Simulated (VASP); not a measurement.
# C (Fd-3m) in VASP: settings compared

C is run at these levels: LDA, PBEsol+D4, r2SCAN; tasks: single point, relaxation of cell and atoms.

All numbers are computed with VASP 6.6.1; they aren't measurements. Logs are shortened: lines on timing, memory, paths and dates and some standing lists are left out, and cuts for length are marked.

### Step 1. The cell of the first run

It takes space group Fd-3m (No. 227, cubic). The conventional cell has a = 3.567 Å, b = 3.567 Å, c = 3.567 Å, α = 90.00°, β = 90.00°, γ = 90.00°. Within 2.1 Å of C (site symmetry -43m) lie 4 C at 1.54 Å.

### Step 2. Single point, LDA

File INCAR:

```
SYSTEM = C
ALGO = Normal
EDIFF = 1E-7
ENCUT = 520
GGA = CA
ISIF = 2
ISMEAR = 0
LASPH = .True.
LCHARG = .False.
LREAL = .False.
LWAVE = .False.
NBANDS = 11
NELM = 100
PREC = Accurate
SIGMA = 0.1
```

File KPOINTS:

```
k-points
0
Gamma
  13 13 13
  0 0 0
```

File POSCAR:

```
C
1.0
    0.0000000000      1.7833700000      1.7833700000
    1.7833700000      0.0000000000      1.7833700000
    1.7833700000      1.7833700000      0.0000000000
C
2
Direct
    0.2500000000      0.2500000000      0.2500000000
    0.0000000000      0.0000000000      0.0000000000
```

Potentials or basis: VASP PAW LDA potentials, release 64 (C).

Run with:

```sh
$ cat potpaw_LDA.64/C/POTCAR > POTCAR
$ mpirun -np 1 vasp_std > vasp.out
```

OUTCAR:

```text
SYSTEM = C
   EDIFF = 1E-7
   ENCUT = 520
   GGA = CA
   ISIF = 2
   ISMEAR = 0
   LASPH = .True.
   LREAL = .False.
   NELM = 100
   PREC = Accurate

 ion  position               nearest neighbor table
   1  0.250  0.250  0.250-   2 1.54   2 1.54   2 1.54   2 1.54
   2  0.000  0.000  0.000-   1 1.54   1 1.54   1 1.54   1 1.54

  LATTYP: Found a face centered cubic cell.
 ALAT       =     3.5667400000

  Lattice vectors:

 A1 = (   0.0000000000,   1.7833700000,   1.7833700000)
 A2 = (   1.7833700000,   0.0000000000,   1.7833700000)
 A3 = (   1.7833700000,   1.7833700000,   0.0000000000)

Analysis of symmetry for initial positions (statically):
=====================================================================
 Subroutine PRICEL returns:
 Original cell was already a primitive cell.

 Routine SETGRP: Setting up the symmetry group for a
 face centered cubic supercell.

 Subroutine GETGRP returns: Found 48 space group operations
 (whereof 24 operations were pure point group operations)
 out of a pool of 48 trial point group operations.

The static configuration has the point symmetry T_d .
 The point group associated with its full space group is O_h .

Analysis of symmetry for dynamics (positions and initial velocities):
=====================================================================
 Subroutine PRICEL returns:
 Original cell was already a primitive cell.

 Routine SETGRP: Setting up the symmetry group for a
 face centered cubic supercell.

 Subroutine GETGRP returns: Found 48 space group operations
 (whereof 24 operations were pure point group operations)
 out of a pool of 48 trial point group operations.

The dynamic configuration has the point symmetry T_d .
 The point group associated with its full space group is O_h .

 Subroutine INISYM returns: Found 48 space group operations
 (whereof 24 operations are pure point group operations),
 and found     1 'primitive' translations

----------------------------------------------------------------------------------------

                                     Primitive cell

  volume of cell :      11.3437

  direct lattice vectors                    reciprocal lattice vectors
     0.000000000  1.783370000  1.783370000    -0.280368067  0.280368067  0.280368067
     1.783370000  0.000000000  1.783370000     0.280368067 -0.280368067  0.280368067
     1.783370000  1.783370000  0.000000000     0.280368067  0.280368067 -0.280368067

  length of vectors
     2.522066041  2.522066041  2.522066041     0.485611737  0.485611737  0.485611737

  position of ions in fractional coordinates (direct lattice)
     0.250000000  0.250000000  0.250000000
     0.000000000  0.000000000  0.000000000

  ion indices of the primitive-cell ions
   primitive index   ion index
                 1           1
                 2           2

----------------------------------------------------------------------------------------

 KPOINTS: k-points

Automatic generation of k-mesh.
 Grid dimensions read from file:
 generate k-points for:   13   13   13

 Generating k-lattice:

  Cartesian coordinates                     Fractional coordinates (reciprocal lattice)
    -0.021566774  0.021566774  0.021566774     0.076923077  0.000000000  0.000000000
     0.021566774 -0.021566774  0.021566774     0.000000000  0.076923077  0.000000000
     0.021566774  0.021566774 -0.021566774     0.000000000  0.000000000  0.076923077

  Length of vectors
     0.037354749  0.037354749  0.037354749

  Shift w.r.t. Gamma in fractional coordinates (k-lattice)
     0.000000000  0.000000000  0.000000000

 Subroutine IBZKPT returns following result:
 ===========================================

 Found     84 irreducible k-points:

 Following reciprocal coordinates:
            Coordinates               Weight
  0.000000  0.000000  0.000000      1.000000
  0.076923  0.000000  0.000000      8.000000
  0.153846  0.000000  0.000000      8.000000
  0.230769  0.000000  0.000000      8.000000
  0.307692  0.000000  0.000000      8.000000
  0.384615  0.000000  0.000000      8.000000
[... 16 lines left out ...]
  0.384615  0.153846  0.000000     24.000000
  0.461538  0.153846  0.000000     24.000000
 [... further k-points ...]
   k-points           NKPTS =     84   k-points in BZ     NKDIM =     84   number of bands    NBANDS=     11
   number of dos      NEDOS =    301   number of ions     NIONS =      2
   total plane-waves  NPLWV =   8000
   dimension x,y,z NGX =    20 NGY =   20 NGZ =   20
   dimension x,y,z NGXF=    40 NGYF=   40 NGZF=   40
   ions per type =               2
   NGX,Y,Z   is equivalent  to a cutoff of  13.18, 13.18, 13.18 a.u.
   NGXF,Y,Z  is equivalent  to a cutoff of  26.37, 26.37, 26.37 a.u.
 SYSTEM =  C
   PREC   = accura    normal or accurate (medium, high low for compatibility)
   ISTART =      0    job   : 0-new  1-cont  2-samecut
   ICHARG =      2    charge: 1-file 2-atom 10-const
   ISPIN  =      1    spin polarized calculation?
   LNONCOLLINEAR =      F non collinear calculations
   LSORBIT =      F    spin-orbit coupling
   LASPH  =      T    aspherical Exc in radial PAW
   ENCUT  =  520.0 eV  38.22 Ry    6.18 a.u.   4.69  4.69  4.69*2*pi/ulx,y,z
   NELM   =    100;   NELMIN=  2; NELMDL= -5     # of ELM steps
   EDIFF  = 0.1E-06   stopping-criterion for ELM
   LREAL  =      F    real-space projection
   EDIFFG = 0.1E-05   stopping-criterion for IOM
   NSW    =      0    number of steps for IOM
   IBRION =     -1    ionic relax: 0-MD 1-quasi-New 2-CG
   NFREE  =      0    steps in history (QN), initial steepest desc. (CG)
   ISIF   =      2    stress and relaxation
   ISYM   =      2    0-nonsym 1-usesym 2-fastsym
   POTIM  = 0.5000    time-step for ionic-motion
   TEBEG  =    0.0;   TEEND  =   0.0 temperature during run
   PSTRESS=    0.0 pullay stress
   NELECT =       8.0000    total number of electrons
   NUPDOWN=      -1.0000    fix difference up-down
   EMIN   =  10.00;   EMAX   =-10.00  energy-range for DOS
   EFERMI =   0.00;   METHOD = LEGACY
   ISMEAR =     0;   SIGMA  =   0.10  broadening in eV -4-tet -1-fermi 0-gaus
   EFERMI_NEDOS =   21; number of points for ismear=-14 and -15
   IALGO  =     38    algorithm
   IMIX   =      4    mixing-type and parameters
     AMIX     =   0.40;   BMIX     =  1.00
     AMIX_MAG =   1.60;   BMIX_MAG =  1.00
  volume/ion in A,a.u.               =       5.67        38.28
  Fermi-wavevector in a.u.,A,eV,Ry     =   1.457203  2.753714 28.891161  2.123440
  Thomas-Fermi vector in A             =   2.574032
   LORBIT       =      0    0 simple, 1 ext, 2 COOP (PROOUT), +10 PAW based schemes
   GGA     = CA    functional components
   LHFCALC =     F    Hartree Fock is set to
   AEXX    =    0.0000 exact exchange contribution
   IVDW    =     0    specifies the selected vdW correction
   LEPSILON=     F    determine dielectric tensor
   LRPA    =     F    only Hartree local field effects (RPA)
 non-spin polarized calculation
 Gauss-broadening in eV      SIGMA  =   0.10
  energy-cutoff  :      520.00
  volume of cell :       11.34
 maximum number of plane-waves:       322
   NGX =  9   NGY =  9   NGZ =  9

 number of electron       7.9999999 magnetization

 Free energy of the ion-electron system (eV)
  ---------------------------------------------------
  ext. energy  EPLUGINS =         0.00000000
  ---------------------------------------------------
  free energy    TOTEN  =       -20.23525434 eV

  energy without entropy =      -20.23525434  energy(sigma->0) =      -20.23525434

 E-fermi :  10.2239     XC(G=0): -13.4996

 val. band max:        9.7238371558   @ k =   0.0000   0.0000   0.0000
 cond. band min:      13.8316324565   @ k =   0.3846   0.3846   0.0000
 fundamental gap:      4.1077953006
 Fermi energy:        10.2239394982

 k-point     1 :       0.0000    0.0000    0.0000
  band No.  band energies     occupation
      1     -11.5949      2.00000
      2       9.7238      2.00000
      3       9.7238      2.00000
      4       9.7238      2.00000
      5      15.2662      0.00000
      6      15.2662      0.00000
      7      15.2662      0.00000
      8      23.2804      0.00000
      9      28.7273      0.00000
     10      36.3536      0.00000
     11      36.3536      0.00000

 k-point     2 :       0.0769    0.0000    0.0000
  band No.  band energies     occupation
      1     -11.4311      2.00000
      2       8.6709      2.00000
      3       9.4457      2.00000
      4       9.4457      2.00000
      5      15.6294      0.00000
      6      15.6294      0.00000
      7      15.8972      0.00000
      8      23.3931      0.00000
      9      28.9943      0.00000
     10      34.2458      0.00000
     11      34.2458      0.00000

 k-point     3 :       0.1538    0.0000    0.0000
  band No.  band energies     occupation
      1     -10.9414      2.00000
      2       6.4247      2.00000
      3       8.8191      2.00000
      4       8.8191      2.00000
      5      16.4514      0.00000
      6      16.4514      0.00000
      7      16.9471      0.00000
      8      23.7176      0.00000
      9      29.5884      0.00000
     10      32.6452      0.00000
     11      32.6452      0.00000

 k-point     4 :       0.2308    0.0000    0.0000
  band No.  band energies     occupation
      1     -10.1313      2.00000
      2       3.8437      2.00000
      3       8.1408      2.00000
      4       8.1408      2.00000
      5      17.2799      0.00000
      6      17.2799      0.00000
      7      17.7616      0.00000
      8      24.1882      0.00000
      9      30.0496      0.00000
     10      32.0249      0.00000
     11      32.0249      0.00000
[... 239 lines left out ...]
 k-point    22 :       0.3077    0.1538    0.0000
  band No.  band energies     occupation
      1      -9.2210      2.00000
      2       3.2078      2.00000
      3       6.1622      2.00000
      4       6.7975      2.00000
      5      15.6448      0.00000
      6      20.0508      0.00000
      7      20.0820      0.00000
      8      21.7395      0.00000
      9      30.2503      0.00000
     10      30.9261      0.00000
     11      36.2683      0.00000

 k-point    23 :       0.3846    0.1538    0.0000
  band No.  band energies     occupation
      1      -8.0154      2.00000
      2       0.8017      2.00000
      3       5.8681      2.00000
      4       6.0310      2.00000
      5      16.3242      0.00000
      6      20.3447      0.00000
      7      20.4665      0.00000
      8      22.2581      0.00000
      9      30.6231      0.00000
     10      31.4858      0.00000
     11      36.5888      0.00000

 k-point    24 :       0.4615    0.1538    0.0000
  band No.  band energies     occupation
      1      -6.5687      2.00000
      2      -1.4448      2.00000
      3       5.3350      2.00000
      4       5.8302      2.00000
      5      16.7485      0.00000
      6      20.2181      0.00000
      7      20.6660      0.00000
      8      23.4759      0.00000
      9      30.0023      0.00000
     10      32.7768      0.00000
     11      36.6228      0.00000

 [... further k-points ...]
[... 5 lines left out ...]
  --------------------------------------------------------------------------------------
  -------------------------------------------------------------------------------------
  Total       -0.8235903     -0.8235903     -0.8235903     -0.0000000     -0.0000000      0.0000000
  in kB     -116.3234886   -116.3234886   -116.3234886     -0.0000000     -0.0000000      0.0000000
  external PRESSURE =    -116.3234886 kB  Pullay stress =       0.0000000 kB

 VOLUME and BASIS-vectors are now :
 -----------------------------------------------------------------------------
  energy-cutoff  :      520.00
  volume of cell :       11.34
      direct lattice vectors                 reciprocal lattice vectors
     0.000000000  1.783370000  1.783370000    -0.280368067  0.280368067  0.280368067
     1.783370000  0.000000000  1.783370000     0.280368067 -0.280368067  0.280368067
     1.783370000  1.783370000  0.000000000     0.280368067  0.280368067 -0.280368067

 POSITION                                       TOTAL-FORCE (eV/Angst)
 -----------------------------------------------------------------------------------
      0.89168      0.89168      0.89168         0.000000      0.000000      0.000000
      0.00000      0.00000      0.00000        -0.000000     -0.000000     -0.000000
 -----------------------------------------------------------------------------------
    total drift:                                0.000000      0.000000      0.000000

  FREE ENERGIE OF THE ION-ELECTRON SYSTEM (eV)
  ---------------------------------------------------
  free  energy   TOTEN  =       -20.2352543393 eV

  energy  without entropy=      -20.2352543393  energy(sigma->0) =      -20.23525434
```

It used 5.4 s of CPU time on 1 thread of Intel Xeon 6975P-C (shared host).

What came out:

```
Free energy            : -20.2353 eV
Pressure               : -11.6 GPa
Band gap on the k mesh : 4.11 eV, indirect (least direct gap 5.54 eV)
```

A k mesh can miss the band edges.

(Part 1 of 3 ends here.)
